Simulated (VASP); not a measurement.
Runs of VASP 6.6.1 on ZnO. The structure is that of space group P6_3/mmc (No. 194), or close to it. The cells are those of the table. 

```tsv
level	cell	gap on the mesh (eV)	pressure (GPa)
PBE	a = 3.055, b = 3.055, c = 5.244 Å, angles 90.0, 90.0, 120.0°, 4 atoms	0.38	-3.7
PBE	a = 3.025, b = 3.025, c = 5.192 Å, angles 90.0, 90.0, 120.0°, 4 atoms	0.52	(a)
PBE	a = 2.995, b = 2.995, c = 5.140 Å, angles 90.0, 90.0, 120.0°, 4 atoms	0.66	6.3
r2SCAN	a = 2.947, b = 2.947, c = 5.074 Å, angles 90.0, 90.0, 120.0°, 4 atoms	(c)	7.6
r2SCAN	a = 2.916, b = 2.916, c = 5.021 Å, angles 90.0, 90.0, 120.0°, 4 atoms	1.68	15.2
r2SCAN	a = 2.977, b = 2.977, c = 5.126 Å, angles 90.0, 90.0, 120.0°, 4 atoms	1.34	1.3
PBE	a = 2.963, b = 2.963, c = 5.086 Å, angles 90.0, 90.0, 120.0°, 4 atoms	(b)	12.5
r2SCAN	a = 3.035, b = 3.035, c = 5.226 Å, angles 90.0, 90.0, 120.0°, 4 atoms	1.04	-8.6
```

Alike in all rows: task single point; potentials or basis VASP PAW PBE potentials, release 64 (Zn, O); no spin polarisation; k mesh 9 × 9 × 4; cutoff (eV) 520; smearing gaussian 0.01 eV.

**Question.** Estimate the missing entries.

**Answer.** (a) 0.9; (b) 0.82; (c) 1.50.

Caveats: the PAW data sets were made with another functional, which shifts forces and pressure a little (some runs).

